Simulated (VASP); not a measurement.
# BeGeSb2 (P-4m2) in VASP: a series of runs, part 2 of 2

VASP 6.6.1.

## 3. Relaxation of cell and atoms, PBEsol

This run uses another cell than the first one, of 22.55 Å³/atom.

The input, INCAR:

```
  PREC = Accurate
  ENCUT = 600
  EDIFF = 1E-6
  ISMEAR = -1
  SIGMA = 0.03
  LREAL = F
  LASPH = T
  NELM = 80
  ALGO = Normal
  ISIF = 3
  LWAVE = F
  LCHARG = F
  GGA = PS
  IBRION = 2
  NSW = 100
  EDIFFG = -0.01
```

The input, KPOINTS:

```
Automatic mesh
0
Gamma
  6 6 4
```

The input, POSCAR:

```
BeGeSb2
1.0
    3.9952810698      0.0000000000      0.0000000000
    0.0000000000      3.9952810698      0.0000000000
    0.0000000000      0.0000000000      5.6501806744
Be Sb Ge
1 2 1
Direct
    0.0000000000      0.0000000000      0.0000000000
    0.0000000000      0.5000000000      0.2500000000
    0.5000000000      0.0000000000      0.7500000000
    0.5000000000      0.5000000000      0.5000000000
```

Potentials or basis: VASP PAW PBE potentials, release 64 (Be, Sb, Ge_d).

The run is started by

```bash
> cat potpaw_PBE.64/Be/POTCAR potpaw_PBE.64/Sb/POTCAR potpaw_PBE.64/Ge_d/POTCAR > POTCAR
> mpirun -np 1 vasp_std > vasp.out
```

OUTCAR:

```text
PREC = Accurate
   ENCUT = 600
   EDIFF = 1E-6
   ISMEAR = -1
   LREAL = F
   LASPH = T
   NELM = 80
   ISIF = 3
   GGA = PS
   IBRION = 2
   NSW = 100
   EDIFFG = -0.01

 ion  position               nearest neighbor table
   1  0.000  0.000  0.000-   2 2.45   3 2.45   2 2.45   3 2.45
   2  0.000  0.500  0.250-   1 2.45   4 2.45   1 2.45   4 2.45
   3  0.500  0.000  0.750-   1 2.45   4 2.45   4 2.45   1 2.45
   4  0.500  0.500  0.500-   2 2.45   3 2.45   3 2.45   2 2.45

  LATTYP: Found a simple tetragonal cell.
 ALAT       =     3.9952810698
 C/A-ratio  =     1.4142135624

  Lattice vectors:

 A1 = (   3.9952810698,   0.0000000000,   0.0000000000)
 A2 = (   0.0000000000,   3.9952810698,   0.0000000000)
 A3 = (   0.0000000000,   0.0000000000,   5.6501806744)

Analysis of symmetry for initial positions (statically):
=====================================================================
 Subroutine PRICEL returns:
 Original cell was already a primitive cell.

 Routine SETGRP: Setting up the symmetry group for a
 simple tetragonal supercell.

 Subroutine GETGRP returns: Found  8 space group operations
 (whereof  8 operations were pure point group operations)
 out of a pool of 16 trial point group operations.

The static configuration has the point symmetry D_2d.

Analysis of symmetry for dynamics (positions and initial velocities):
=====================================================================
 Subroutine PRICEL returns:
 Original cell was already a primitive cell.

 Routine SETGRP: Setting up the symmetry group for a
 simple tetragonal supercell.

 Subroutine GETGRP returns: Found  8 space group operations
 (whereof  8 operations were pure point group operations)
 out of a pool of 16 trial point group operations.

The dynamic configuration has the point symmetry D_2d.

 Subroutine INISYM returns: Found  8 space group operations
 (whereof  8 operations are pure point group operations),
 and found     1 'primitive' translations

----------------------------------------------------------------------------------------

                                     Primitive cell

  volume of cell :      90.1897

  direct lattice vectors                    reciprocal lattice vectors
     3.995281070  0.000000000  0.000000000     0.250295281  0.000000000  0.000000000
     0.000000000  3.995281070  0.000000000     0.000000000  0.250295281  0.000000000
     0.000000000  0.000000000  5.650180674     0.000000000  0.000000000  0.176985491

  length of vectors
     3.995281070  3.995281070  5.650180674     0.250295281  0.250295281  0.176985491

  position of ions in fractional coordinates (direct lattice)
     0.000000000  0.000000000  0.000000000
     0.000000000  0.500000000  0.250000000
     0.500000000  0.000000000  0.750000000
     0.500000000  0.500000000  0.500000000

  ion indices of the primitive-cell ions
   primitive index   ion index
                 1           1
                 2           2
                 3           3
                 4           4

----------------------------------------------------------------------------------------

 KPOINTS: Automatic mesh

Automatic generation of k-mesh.
 Grid dimensions read from file:
[... 55 lines left out ...]
 SYSTEM =  unknown system
   PREC   = accura    normal or accurate (medium, high low for compatibility)
   ISTART =      0    job   : 0-new  1-cont  2-samecut
   ICHARG =      2    charge: 1-file 2-atom 10-const
   ISPIN  =      1    spin polarized calculation?
   LNONCOLLINEAR =      F non collinear calculations
   LSORBIT =      F    spin-orbit coupling
   LASPH  =      T    aspherical Exc in radial PAW
   ENCUT  =  600.0 eV  44.10 Ry    6.64 a.u.   7.98  7.98 11.28*2*pi/ulx,y,z
   NELM   =     80;   NELMIN=  2; NELMDL= -5     # of ELM steps
   EDIFF  = 0.1E-05   stopping-criterion for ELM
   LREAL  =      F    real-space projection
   EDIFFG = -.1E-01   stopping-criterion for IOM
   NSW    =    100    number of steps for IOM
   IBRION =      2    ionic relax: 0-MD 1-quasi-New 2-CG
   NFREE  =      1    steps in history (QN), initial steepest desc. (CG)
   ISIF   =      3    stress and relaxation
   ISYM   =      2    0-nonsym 1-usesym 2-fastsym
   POTIM  = 0.5000    time-step for ionic-motion
   TEBEG  =    0.0;   TEEND  =   0.0 temperature during run
   PSTRESS=    0.0 pullay stress
   NELECT =      26.0000    total number of electrons
   NUPDOWN=      -1.0000    fix difference up-down
   EMIN   =  10.00;   EMAX   =-10.00  energy-range for DOS
   EFERMI =   0.00;   METHOD = LEGACY
   ISMEAR =    -1;   SIGMA  =   0.03  broadening in eV -4-tet -1-fermi 0-gaus
   EFERMI_NEDOS =   21; number of points for ismear=-14 and -15
   IALGO  =     38    algorithm
   IMIX   =      4    mixing-type and parameters
     AMIX     =   0.40;   BMIX     =  1.00
     AMIX_MAG =   1.60;   BMIX_MAG =  1.00
  volume/ion in A,a.u.               =      22.55       152.16
  Fermi-wavevector in a.u.,A,eV,Ry     =   1.081468  2.043678 15.913003  1.169573
  Thomas-Fermi vector in A             =   2.217485
   LORBIT       =      0    0 simple, 1 ext, 2 COOP (PROOUT), +10 PAW based schemes
   GGA     = PS    functional components
   LHFCALC =     F    Hartree Fock is set to
   AEXX    =    0.0000 exact exchange contribution
   IVDW    =     0    specifies the selected vdW correction
   LEPSILON=     F    determine dielectric tensor
   LRPA    =     F    only Hartree local field effects (RPA)
 conjugate gradient relaxation of ions
 non-spin polarized calculation
  energy-cutoff  :      600.00
  volume of cell :       90.19
 maximum number of plane-waves:      3080
 NGX is ok and might be reduce to    32
   NGX = 15   NGY = 15   NGZ = 23

--------------------------------------- Ionic step        1  -------------------------------------------

 number of electron      25.9999993 magnetization

 Free energy of the ion-electron system (eV)
  ---------------------------------------------------
  ext. energy  EPLUGINS =         0.00000000
  ---------------------------------------------------
  free energy    TOTEN  =       -16.92188129 eV

  energy without entropy =      -16.92061930  energy(sigma->0) =      -16.92125030

------------------------ aborting loop because EDIFF is reached ----------------------------------------

  FORCE on cell =-STRESS in cart. coord.  units (eV):
  Direction    XX          YY          ZZ          XY          YZ          ZX
  --------------------------------------------------------------------------------------
  -------------------------------------------------------------------------------------
  Total        6.2535828      6.2535828      6.4490342      0.0000000     -0.0000000      0.0000000
  in kB      111.0919207    111.0919207    114.5640215      0.0000000     -0.0000000      0.0000000
  external PRESSURE =     112.2492876 kB  Pullay stress =       0.0000000 kB
[... 25 lines left out ...]
--------------------------------------- Ionic step        2  -------------------------------------------

 number of electron      25.9999975 magnetization

 E-fermi :   4.1987     XC(G=0):  -8.8936

 val. band max:        3.9497117476   @ k =   0.0000   0.0000   0.0000
 cond. band min:       4.1995871629   @ k =   0.1667   0.0000   0.0000
 fundamental gap:      0.2498754153
 Fermi energy:         4.1986666898

 k-point     1 :       0.0000    0.0000    0.0000
  band No.  band energies     occupation
      1     -20.4820      2.00000
      2     -20.4785      2.00000
      3     -20.4785      2.00000
      4     -20.4678      2.00000
      5     -20.4672      2.00000
      6      -7.1952      2.00000
[... 540 lines left out ...]
  FREE ENERGIE OF THE ION-ELECTRON SYSTEM (eV)
  ---------------------------------------------------
  free  energy   TOTEN  =       -17.6560822711 eV

  energy  without entropy=      -17.6548233381  energy(sigma->0) =      -17.65545280

[... ionic steps 4 to 12 ...]

--------------------------------------- Ionic step       13  -------------------------------------------

 number of electron      26.0000022 magnetization

------------------------ aborting loop because EDIFF is reached ----------------------------------------
[... 71 lines left out ...]
--------------------------------------- Ionic step       15  -------------------------------------------

 number of electron      26.0000022 magnetization

 Free energy of the ion-electron system (eV)
  ---------------------------------------------------
  ext. energy  EPLUGINS =         0.00000000
  ---------------------------------------------------
  free energy    TOTEN  =       -17.75607351 eV

  energy without entropy =      -17.75475553  energy(sigma->0) =      -17.75541452

 E-fermi :   5.2903     XC(G=0):  -9.3578

 val. band max:        5.2666512209   @ k =   0.1667   0.0000   0.0000
 cond. band min:       5.3270555580   @ k =   0.0000   0.0000   0.0000
 fundamental gap:      0.0604043371
 Fermi energy:         5.2902598740

 k-point     1 :       0.0000    0.0000    0.0000
  band No.  band energies     occupation
      1     -19.4402      2.00000
      2     -19.4378      2.00000
      3     -19.4378      2.00000
      4     -19.4243      2.00000
      5     -19.4196      2.00000
      6      -6.7617      2.00000
[... 502 lines left out ...]
  FREE ENERGIE OF THE ION-ELECTRON SYSTEM (eV)
  ---------------------------------------------------
  free  energy   TOTEN  =       -17.7560735077 eV

  energy  without entropy=      -17.7547555276  energy(sigma->0) =      -17.75541452

 reached required accuracy - stopping structural energy minimisation
```

CONTCAR:

```text
BeGeSb2
   1.00000000000000
     4.1622757180229994    0.0000000000000000    0.0000000000000000
     0.0000000000000000    4.1622757180229994   -0.0000000000000000
     0.0000000000000000    0.0000000000000000    5.7936743354210387
  Be              Sb              Ge
     1     2     1
Direct
     0.0000000000000000    0.0000000000000000    0.0000000000000000
     0.0000000000000000    0.5000000000000000    0.2167720999628877
     0.5000000000000000    0.0000000000000000    0.7832279000371124
     0.5000000000000000    0.5000000000000000    0.5000000000000000

  0.00000000E+00  0.00000000E+00  0.00000000E+00
  0.00000000E+00  0.00000000E+00  0.00000000E+00
  0.00000000E+00  0.00000000E+00  0.00000000E+00
  0.00000000E+00  0.00000000E+00  0.00000000E+00
```

It took 4.7 min on 1 thread of Intel Xeon Platinum 8259CL at 2.50GHz (Skylake/Cascade Lake), shared host; peak memory 0.27 GiB.

What came out:

```yaml
Free_energy: -17.7561 eV
Relaxed_volume: 25.09 Å³/atom
Relaxed_cell: a = 4.162 Å, b = 4.162 Å, c = 5.794 Å, α = 90.00°, β = 90.00°, γ = 90.00°
Space_group_after_relaxing_to_0.1_Å: P-4m2 (No. 115)
Energy_gained_by_relaxing: 208.5 meV/atom
Ionic_steps: 15
Pressure_after_relaxing: 0.0 GPa
Largest_force_after_relaxing: 0.008 eV/Å
Band_gap_on_the_k_mesh: zero (bands 13 and 14 overlap by 0.69 eV)
```

Forces on the atoms (eV/Å):
```
Be   0.000  0.000  0.000
Sb   0.000  0.000  0.008
Sb   0.000  0.000 -0.008
Ge   0.000  0.000  0.000
```

Step by step:
| step | energy change (eV) | largest force (eV/Å) | pressure (GPa) | volume (Å³) |
| --- | --- | --- | --- | --- |
| 1 | 0.0000 | 3.0702 | 11.22 | 90.19 |
| 2 | -0.6116 | 0.1819 | -5.09 | 112.42 |
| 3 | -0.7342 | 0.8184 | -1.81 | 104.90 |
| 4 | -0.7342 | 0.8503 | -1.67 | 104.59 |
| 5 | -0.8112 | 0.4286 | -0.66 | 101.81 |
| 6 | -0.8279 | 0.0461 | 0.79 | 99.00 |
| 7 | -0.8301 | 0.0799 | 0.43 | 99.71 |
| 8 | -0.8331 | 0.0123 | -0.05 | 100.51 |
| 9 | -0.8330 | 0.0412 | -0.25 | 100.78 |
| 10 | -0.8331 | 0.0287 | -0.20 | 100.66 |
| 11 | -0.8341 | 0.0205 | -0.06 | 100.43 |
| 12 | -0.8342 | 0.0176 | -0.01 | 100.34 |
| 13 | -0.8342 | 0.0175 | 0.02 | 100.33 |
| 14 | -0.8342 | 0.0058 | -0.08 | 100.38 |
| 15 | -0.8342 | 0.0076 | -0.04 | 100.37 |

Final structure:
```
Be Sb Ge
1.0
     4.16228    0.00000    0.00000
     0.00000    4.16228    0.00000
     0.00000    0.00000    5.79367
Be Sb Ge
1 2 1
Direct
  0.00000 0.00000 0.00000
  0.00000 0.50000 0.21677
  0.50000 0.00000 0.78323
  0.50000 0.50000 0.50000
```

Caveat: the PAW data sets were made with another functional, which shifts forces and pressure a little; spin-orbit coupling is left out, which moves the levels of the heavy elements.
